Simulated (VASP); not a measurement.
# SnSe2 (P-3m1) in VASP: a series of runs

SnSe2 is run at these levels: PBE; tasks: single point.

All numbers are computed with VASP 6.6.1; they aren't measurements. Logs are shortened: lines on timing, memory, paths and dates and some standing lists are left out, and cuts for length are marked.

## 1. The cell of the first run

It takes space group P-3m1 (No. 164, trigonal). Conventional cell: a = 3.809 Å, b = 3.809 Å, c = 7.219 Å, α = 90.00°, β = 90.00°, γ = 120.00°. Sn (site symmetry -3m) has 6 Se at 2.75 Å within 3.6 Å. Within 3.6 Å of Se (site symmetry 3m) lie 3 Sn at 2.75 Å.

## 2. Single point, PBE

INCAR reads:

```
  PREC = Accurate
  ENCUT = 520
  EDIFF = 1E-6
  ISMEAR = 0
  SIGMA = 0.05
  LREAL = F
  LASPH = T
  NELM = 100
  ALGO = Normal
  ISIF = 2
  LWAVE = F
  LCHARG = F
  GGA = PE
  NBANDS = 20
```

KPOINTS reads:

```
regular mesh
0
Gamma
  12 12 4
```

POSCAR reads:

```
SnSe2
1.0
    3.8092883659      0.0000000000      0.0000000000
   -1.9046441830      3.2989404952      0.0000000000
    0.0000000000      0.0000000000      7.2190569861
Sn Se
1 2
Direct
    0.0000000000      0.0000000000      0.0000000000
    0.3333333333      0.6666666667      0.2281493097
    0.6666666667      0.3333333333      0.7718506903
```

Potentials or basis: VASP PAW PBE potentials, release 64 (Sn_d, Se).

On the command line:

```bash
> cat potpaw_PBE.64/Sn_d/POTCAR potpaw_PBE.64/Se/POTCAR > POTCAR
> mpirun -np 1 vasp_std > vasp.out
```

OUTCAR:

```text
PREC = Accurate
   ENCUT = 520
   EDIFF = 1E-6
   ISMEAR = 0
   LREAL = F
   LASPH = T
   NELM = 100
   ISIF = 2
   GGA = PE

 ion  position               nearest neighbor table
   1  0.000  0.000  0.000-   2 2.75   3 2.75   3 2.75   2 2.75   3 2.75   2 2.75
   2  0.333  0.667  0.228-   1 2.75   1 2.75   1 2.75
   3  0.667  0.333  0.772-   1 2.75   1 2.75   1 2.75

  LATTYP: Found a hexagonal cell.
 ALAT       =     3.8092883659
 C/A-ratio  =     1.8951195847

  Lattice vectors:

 A1 = (   3.8092883659,   0.0000000000,   0.0000000000)
 A2 = (  -1.9046441830,   3.2989404952,   0.0000000000)
 A3 = (   0.0000000000,   0.0000000000,   7.2190569861)

Analysis of symmetry for initial positions (statically):
=====================================================================
 Subroutine PRICEL returns:
 Original cell was already a primitive cell.

 Routine SETGRP: Setting up the symmetry group for a
 hexagonal supercell.

 Subroutine GETGRP returns: Found 12 space group operations
 (whereof 12 operations were pure point group operations)
 out of a pool of 24 trial point group operations.

The static configuration has the point symmetry D_3d.

Analysis of symmetry for dynamics (positions and initial velocities):
=====================================================================
 Subroutine PRICEL returns:
 Original cell was already a primitive cell.

 Routine SETGRP: Setting up the symmetry group for a
 hexagonal supercell.

 Subroutine GETGRP returns: Found 12 space group operations
 (whereof 12 operations were pure point group operations)
 out of a pool of 24 trial point group operations.

The dynamic configuration has the point symmetry D_3d.

 Subroutine INISYM returns: Found 12 space group operations
 (whereof 12 operations are pure point group operations),
 and found     1 'primitive' translations

----------------------------------------------------------------------------------------

                                     Primitive cell

  volume of cell :      90.7191

  direct lattice vectors                    reciprocal lattice vectors
     3.809288366  0.000000000  0.000000000     0.262516225  0.151563813  0.000000000
[... 80 lines left out ...]
   ISTART =      0    job   : 0-new  1-cont  2-samecut
   ICHARG =      2    charge: 1-file 2-atom 10-const
   ISPIN  =      1    spin polarized calculation?
   LNONCOLLINEAR =      F non collinear calculations
   LSORBIT =      F    spin-orbit coupling
   LASPH  =      T    aspherical Exc in radial PAW
   ENCUT  =  520.0 eV  38.22 Ry    6.18 a.u.   7.08  7.08 13.42*2*pi/ulx,y,z
   NELM   =    100;   NELMIN=  2; NELMDL= -5     # of ELM steps
   EDIFF  = 0.1E-05   stopping-criterion for ELM
   LREAL  =      F    real-space projection
   EDIFFG = 0.1E-04   stopping-criterion for IOM
   NSW    =      0    number of steps for IOM
   IBRION =     -1    ionic relax: 0-MD 1-quasi-New 2-CG
   NFREE  =      0    steps in history (QN), initial steepest desc. (CG)
   ISIF   =      2    stress and relaxation
   ISYM   =      2    0-nonsym 1-usesym 2-fastsym
   POTIM  = 0.5000    time-step for ionic-motion
   TEBEG  =    0.0;   TEEND  =   0.0 temperature during run
   PSTRESS=    0.0 pullay stress
   NELECT =      26.0000    total number of electrons
   NUPDOWN=      -1.0000    fix difference up-down
   EMIN   =  10.00;   EMAX   =-10.00  energy-range for DOS
   EFERMI =   0.00;   METHOD = LEGACY
   ISMEAR =     0;   SIGMA  =   0.05  broadening in eV -4-tet -1-fermi 0-gaus
   EFERMI_NEDOS =   21; number of points for ismear=-14 and -15
   IALGO  =     38    algorithm
   IMIX   =      4    mixing-type and parameters
     AMIX     =   0.40;   BMIX     =  1.00
     AMIX_MAG =   1.60;   BMIX_MAG =  1.00
  volume/ion in A,a.u.               =      30.24       204.07
  Fermi-wavevector in a.u.,A,eV,Ry     =   1.079360  2.039695 15.851034  1.165018
  Thomas-Fermi vector in A             =   2.215323
   LORBIT       =      0    0 simple, 1 ext, 2 COOP (PROOUT), +10 PAW based schemes
   GGA     = PE    functional components
   LHFCALC =     F    Hartree Fock is set to
   AEXX    =    0.0000 exact exchange contribution
   IVDW    =     0    specifies the selected vdW correction
   LEPSILON=     F    determine dielectric tensor
   LRPA    =     F    only Hartree local field effects (RPA)
 non-spin polarized calculation
 Gauss-broadening in eV      SIGMA  =   0.05
  energy-cutoff  :      520.00
  volume of cell :       90.72
 maximum number of plane-waves:      2468
   NGX = 15   NGY = 15   NGZ = 27

 number of electron      26.0000004 magnetization

 Free energy of the ion-electron system (eV)
  ---------------------------------------------------
  ext. energy  EPLUGINS =         0.00000000
  ---------------------------------------------------
  free energy    TOTEN  =       -11.84907151 eV

  energy without entropy =      -11.84907151  energy(sigma->0) =      -11.84907151

 E-fermi :   2.9672     XC(G=0):  -8.5802

 val. band max:        2.6934616765   @ k =   0.0833   0.0000   0.2500
 cond. band min:       3.1903985213   @ k =   0.5000  -0.0000   0.5000
 fundamental gap:      0.4969368447
 Fermi energy:         2.9672420003

 k-point     1 :       0.0000    0.0000    0.0000
  band No.  band energies     occupation
      1     -18.5602      2.00000
      2     -18.5602      2.00000
      3     -18.5167      2.00000
      4     -18.5083      2.00000
      5     -18.5083      2.00000
      6     -10.8364      2.00000
[... 541 lines left out ...]
     19      10.6547      0.00000
     20      10.9684      0.00000

 [... further k-points ...]

------------------------ aborting loop because EDIFF is reached ----------------------------------------

  FORCE on cell =-STRESS in cart. coord.  units (eV):
  Direction    XX          YY          ZZ          XY          YZ          ZX
  --------------------------------------------------------------------------------------
  -------------------------------------------------------------------------------------
  Total        0.6599859      0.6599859     -0.9638245     -0.0000000      0.0000000     -0.0000000
  in kB       11.6559171     11.6559171    -17.0219673     -0.0000000      0.0000000     -0.0000000
  external PRESSURE =       2.0966223 kB  Pullay stress =       0.0000000 kB

 VOLUME and BASIS-vectors are now :
 -----------------------------------------------------------------------------
  energy-cutoff  :      520.00
  volume of cell :       90.72
      direct lattice vectors                 reciprocal lattice vectors
     3.809288366  0.000000000  0.000000000     0.262516225  0.151563813  0.000000000
    -1.904644183  3.298940495  0.000000000     0.000000000  0.303127626  0.000000000
     0.000000000  0.000000000  7.219056986     0.000000000  0.000000000  0.138522248

 POSITION                                       TOTAL-FORCE (eV/Angst)
 -----------------------------------------------------------------------------------
      0.00000      0.00000      0.00000        -0.000000      0.000000      0.000000
     -0.00000      2.19929      1.64702         0.000000     -0.000000     -0.289181
      1.90464      1.09965      5.57203        -0.000000      0.000000      0.289181
 -----------------------------------------------------------------------------------
    total drift:                               -0.000000     -0.000000      0.000000

  FREE ENERGIE OF THE ION-ELECTRON SYSTEM (eV)
  ---------------------------------------------------
  free  energy   TOTEN  =       -11.8490715099 eV

  energy  without entropy=      -11.8490715099  energy(sigma->0) =      -11.84907151
```

OSZICAR:

```text
N       E                     dE             d eps       ncg     rms          rms(c)
DAV:   1     0.202015003639E+03    0.20202E+03   -0.12044E+04  2832   0.141E+03
DAV:   2     0.108864916073E+02   -0.19113E+03   -0.18425E+03  3056   0.364E+02
DAV:   3    -0.113225804948E+02   -0.22209E+02   -0.21677E+02  3356   0.111E+02
DAV:   4    -0.120904845035E+02   -0.76790E+00   -0.76666E+00  3340   0.221E+01
DAV:   5    -0.121105740318E+02   -0.20090E-01   -0.20088E-01  3796   0.365E+00    0.469E+00
DAV:   6    -0.118654522633E+02    0.24512E+00   -0.54106E-01  4124   0.727E+00    0.300E+00
DAV:   7    -0.118488367045E+02    0.16616E-01   -0.14170E-01  3132   0.231E+00    0.963E-01
DAV:   8    -0.118485190118E+02    0.31769E-03   -0.12332E-02  3456   0.944E-01    0.260E-01
DAV:   9    -0.118490128961E+02   -0.49388E-03   -0.14741E-03  3044   0.293E-01    0.800E-02
DAV:  10    -0.118490386378E+02   -0.25742E-04   -0.12631E-04  3464   0.815E-02    0.310E-02
DAV:  11    -0.118490718137E+02   -0.33176E-04   -0.54509E-05  2900   0.414E-02    0.112E-02
DAV:  12    -0.118490715099E+02    0.30379E-06   -0.30836E-06  3372   0.112E-02
   1 F= -.11849072E+02 E0= -.11849072E+02  d E =-.328239E-12
```

Run time: 1.9 min. Hardware: 1 thread of Intel Xeon 8259CL, shared host; peak memory 0.27 GiB.

What came out:

| Item | Value |
| --- | --- |
| Free energy | -11.8491 eV |
| Pressure | 0.2 GPa |
| Largest force | 0.289 eV/Å |
| Band gap on the k mesh | 0.50 eV (least direct gap 0.95 eV) |

Forces in eV/Å, atoms in the order of the input:
```
Sn   0.000  0.000  0.000
Se   0.000  0.000 -0.289
Se   0.000  0.000  0.289
```

Caveat: spin-orbit coupling is left out, which moves the levels of the heavy elements; this functional lacks dispersion, which binds the layers, so the pressure and a relaxed spacing across them are unreliable. A k mesh can miss the band edges.

## 3. Single point, PBE

This run uses another cell than the first one, of the same volume but with other edges.

INCAR reads:

```
ALGO     = Normal         # electronic algorithm
EDIFF    = 1E-6           # SCF threshold, eV
ENCUT    = 520            # plane-wave cutoff, eV
GGA      = PE             # functional
ISIF     = 2              # what is computed and relaxed
ISMEAR   = 0              # smearing method
LASPH    = True           # aspherical terms in the spheres
LCHARG   = False          # write CHGCAR
LREAL    = False          # projectors in reciprocal space
LWAVE    = False          # write WAVECAR
NBANDS   = 20             # bands
NELM     = 60             # most SCF steps
PREC     = Accurate       # precision mode
SIGMA    = 0.05           # smearing width, eV
```

KPOINTS reads:

```
k-points
0
Gamma
  12 12 4
```

POSCAR reads:

```
SnSe2
1.0
    4.1707128269      0.0000000000      0.0000000000
   -2.0853564135      3.6119432600      0.0000000000
    0.0000000000      0.0000000000      6.0220949034
Sn Se
1 2
Direct
    0.0000000000      0.0000000000      0.0000000000
    0.3333333333      0.6666666667      0.2281493097
    0.6666666667      0.3333333333      0.7718506903
```

Potentials or basis: VASP PAW PBE potentials, release 64 (Sn_d, Se).

On the command line:

```bash
> cat potpaw_PBE.64/Sn_d/POTCAR potpaw_PBE.64/Se/POTCAR > POTCAR
> mpirun -np 1 vasp_std > vasp.out
```

OUTCAR:

```text
EDIFF = 1E-6
   ENCUT = 520
   GGA = PE
   ISIF = 2
   ISMEAR = 0
   LASPH = True
   LREAL = False
   NELM = 60
   PREC = Accurate

 ion  position               nearest neighbor table
   1  0.000  0.000  0.000-   2 2.77   3 2.77   3 2.77   2 2.77   3 2.77   2 2.77
   2  0.333  0.667  0.228-   1 2.77   1 2.77   1 2.77
   3  0.667  0.333  0.772-   1 2.77   1 2.77   1 2.77

  LATTYP: Found a hexagonal cell.
 ALAT       =     4.1707128269
 C/A-ratio  =     1.4439006360

  Lattice vectors:

 A1 = (   4.1707128269,   0.0000000000,   0.0000000000)
 A2 = (  -2.0853564135,   3.6119432600,   0.0000000000)
 A3 = (   0.0000000000,   0.0000000000,   6.0220949034)

Analysis of symmetry for initial positions (statically):
=====================================================================
 Subroutine PRICEL returns:
 Original cell was already a primitive cell.

 Routine SETGRP: Setting up the symmetry group for a
 hexagonal supercell.

 Subroutine GETGRP returns: Found 12 space group operations
[... 163 lines left out ...]
  ---------------------------------------------------
  free energy    TOTEN  =       -11.51616097 eV

  energy without entropy =      -11.51557592  energy(sigma->0) =      -11.51586845

 E-fermi :   3.1526     XC(G=0):  -8.6674

 val. band max:        3.1372519725   @ k =   0.0833   0.0000   0.0000
 cond. band min:       3.1706589807   @ k =   0.0833   0.0000   0.0000
 fundamental gap:      0.0334070082
 Fermi energy:         3.1526246329

 k-point     1 :       0.0000    0.0000    0.0000
  band No.  band energies     occupation
      1     -18.6118      2.00000
      2     -18.6100      2.00000
      3     -18.6100      2.00000
      4     -18.5710      2.00000
      5     -18.5710      2.00000
      6     -10.5867      2.00000
[... 541 lines left out ...]
     19      10.8832      0.00000
     20      10.8996      0.00000

 [... further k-points ...]

------------------------ aborting loop because EDIFF is reached ----------------------------------------

  FORCE on cell =-STRESS in cart. coord.  units (eV):
  Direction    XX          YY          ZZ          XY          YZ          ZX
  --------------------------------------------------------------------------------------
  -------------------------------------------------------------------------------------
  Total       -1.7798491     -1.7798491      1.9679280      0.0000000      0.0000000      0.0000000
  in kB      -31.4336615    -31.4336615     34.7552955      0.0000000      0.0000000      0.0000000
  external PRESSURE =      -9.3706758 kB  Pullay stress =       0.0000000 kB

 VOLUME and BASIS-vectors are now :
 -----------------------------------------------------------------------------
  energy-cutoff  :      520.00
  volume of cell :       90.72
      direct lattice vectors                 reciprocal lattice vectors
     4.170712827  0.000000000  0.000000000     0.239767167  0.138429639  0.000000000
    -2.085356414  3.611943260  0.000000000     0.000000000  0.276859277  0.000000000
     0.000000000  0.000000000  6.022094903     0.000000000  0.000000000  0.166055171

 POSITION                                       TOTAL-FORCE (eV/Angst)
 -----------------------------------------------------------------------------------
      0.00000      0.00000      0.00000         0.000000      0.000000      0.000000
     -0.00000      2.40796      1.37394        -0.000000     -0.000000      0.747453
      2.08536      1.20398      4.64816         0.000000      0.000000     -0.747453
 -----------------------------------------------------------------------------------
    total drift:                               -0.000000     -0.000000     -0.000000

  FREE ENERGIE OF THE ION-ELECTRON SYSTEM (eV)
  ---------------------------------------------------
  free  energy   TOTEN  =       -11.5161609728 eV

  energy  without entropy=      -11.5155759218  energy(sigma->0) =      -11.51586845
```

Run time: 1.7 min. Hardware: 1 thread of Intel Xeon 8259CL, shared host; peak memory 0.29 GiB.

What came out:

```yaml
Free_energy: -11.5162 eV
Pressure: -0.9 GPa
Largest_force: 0.747 eV/Å
Band_gap_on_the_k_mesh: 0.03 eV
```

Forces in eV/Å, atoms in the order of the input:
```
Sn   0.000  0.000  0.000
Se   0.000  0.000  0.747
Se   0.000  0.000 -0.747
```

Levels at points of the mesh, in eV from the valence-band top:
| k point | band 9 | band 10 | band 11 | band 12 | band 13 | band 14 | band 15 | band 16 | band 17 | band 18 |
| --- | --- | --- | --- | --- | --- | --- | --- | --- | --- | --- |
| (0.00, 0.00, 0.00) | -1.70 | -1.70 | -1.41 | -1.41 | -0.56 | 0.04 | 1.59 | 3.53 | 3.53 | 7.04 |
| (0.50, 0.00, 0.00) | -4.19 | -3.40 | -2.45 | -0.97 | -0.86 | 0.28 | 3.06 | 5.04 | 5.61 | 7.12 |
| (0.00, 0.00, 0.50) | -1.75 | -1.75 | -1.50 | -1.30 | -1.30 | 0.52 | 1.65 | 3.27 | 3.27 | 7.32 |
| (0.50, 0.00, 0.50) | -4.56 | -3.28 | -1.81 | -1.18 | -1.16 | 0.66 | 3.49 | 5.37 | 5.69 | 6.30 |

Caveat: spin-orbit coupling is left out, which moves the levels of the heavy elements; this functional lacks dispersion, which binds the layers, so the pressure and a relaxed spacing across them are unreliable. A k mesh can miss the band edges.

## 4. Single point, PBE

This run uses another cell than the first one, of the same volume but with other edges.

INCAR reads:

```
PREC = Accurate
ENCUT = 520
EDIFF = 1E-7
ISMEAR = 0
SIGMA = 0.05
LREAL = F
LASPH = T
NELM = 100
ALGO = Normal
ISIF = 2
LWAVE = F
LCHARG = F
GGA = PE
NBANDS = 20
```

KPOINTS reads:

```
Automatic mesh
0
Gamma
  12 12 4
```

POSCAR reads:

```
SnSe2
1.0
    3.5475280050      0.0000000000      0.0000000000
   -1.7737640025      3.0722493730      0.0000000000
    0.0000000000      0.0000000000      8.3237016568
Sn Se
1 2
Direct
    0.0000000000      0.0000000000      0.0000000000
    0.3333333333      0.6666666667      0.2281493097
    0.6666666667      0.3333333333      0.7718506903
```

On the command line:

```bash
> cat potpaw_PBE.64/Sn_d/POTCAR potpaw_PBE.64/Se/POTCAR > POTCAR
> mpirun -np 1 vasp_std > vasp.out
```

Run time: 2.5 min. Hardware: 1 thread of Intel Xeon 8259CL, shared host; peak memory 0.29 GiB.

Results (log left out):

| Quantity | Value |
| --- | --- |
| Free energy | -11.0129 eV |
| Pressure | 1.5 GPa |
| Largest force | 1.409 eV/Å |
| Band gap on the k mesh | zero (bands 13 and 14 overlap by 0.65 eV) |

Forces on the atoms (eV/Å):
```
Sn   0.000  0.000  0.000
Se   0.000  0.000 -1.409
Se   0.000  0.000  1.409
```

Stress tensor (GPa, compression positive):
```
 7.09  0.00  0.00
 0.00  7.09  0.00
 0.00  0.00 -9.64
```

Levels at points of the mesh, in eV from the Fermi level:
| k point | band 9 | band 10 | band 11 | band 12 | band 13 | band 14 | band 15 | band 16 | band 17 | band 18 |
| --- | --- | --- | --- | --- | --- | --- | --- | --- | --- | --- |
| (0.00, 0.00, 0.00) | -2.97 | 0.01 | 0.01 | 0.25 | 0.25 | 0.48 | 4.01 | 5.14 | 5.14 | 6.09 |
| (0.50, 0.00, 0.00) | -5.27 | -3.71 | -2.26 | -1.78 | -0.60 | -0.16 | 2.59 | 3.74 | 4.63 | 4.68 |
| (0.00, 0.00, 0.50) | -3.35 | 0.01 | 0.01 | 0.26 | 0.26 | 1.37 | 3.64 | 5.13 | 5.13 | 5.81 |
| (0.50, 0.00, 0.50) | -5.30 | -3.61 | -2.16 | -1.76 | -0.63 | -0.38 | 2.33 | 3.88 | 4.69 | 4.70 |

Caveat: semilocal functionals underestimate gaps, so a narrow gap can read as zero; spin-orbit coupling is left out, which moves the levels of the heavy elements; this functional lacks dispersion, which binds the layers, so the pressure and a relaxed spacing across them are unreliable; forces of over 1 eV/Å act on the atoms, so gaps and moduli don't describe the material at rest.

## 5. Summary

| cell | gap on the mesh (eV) | pressure (GPa) | largest force (eV/Å) |
| --- | --- | --- | --- |
| a = 3.809, b = 3.809, c = 7.219 Å, angles 90.0, 90.0, 120.0°, 3 atoms | 0.50 | 0.2 | 0.29 |
| a = 4.171, b = 4.171, c = 6.022 Å, angles 90.0, 90.0, 120.0°, 3 atoms | 0.03 | -0.9 | 0.75 |
| a = 3.548, b = 3.548, c = 8.324 Å, angles 90.0, 90.0, 120.0°, 3 atoms | none | 1.5 | 1.41 |

Alike in all rows: task single point; level PBE; potentials or basis VASP PAW PBE potentials, release 64 (Sn_d, Se); no spin polarisation; k mesh 12 × 12 × 4; cutoff (eV) 520; smearing gaussian 0.05 eV.

Caveats: spin-orbit coupling is left out, which moves the levels of the heavy elements; this functional lacks dispersion, which binds the layers, so the pressure and a relaxed spacing across them are unreliable; semilocal functionals underestimate gaps, so a narrow gap can read as zero (at least some runs); forces of over 1 eV/Å act on the atoms, so gaps and moduli don't describe the material at rest (at least some runs).

Absolute energies hang on the potentials; compare differences alone.
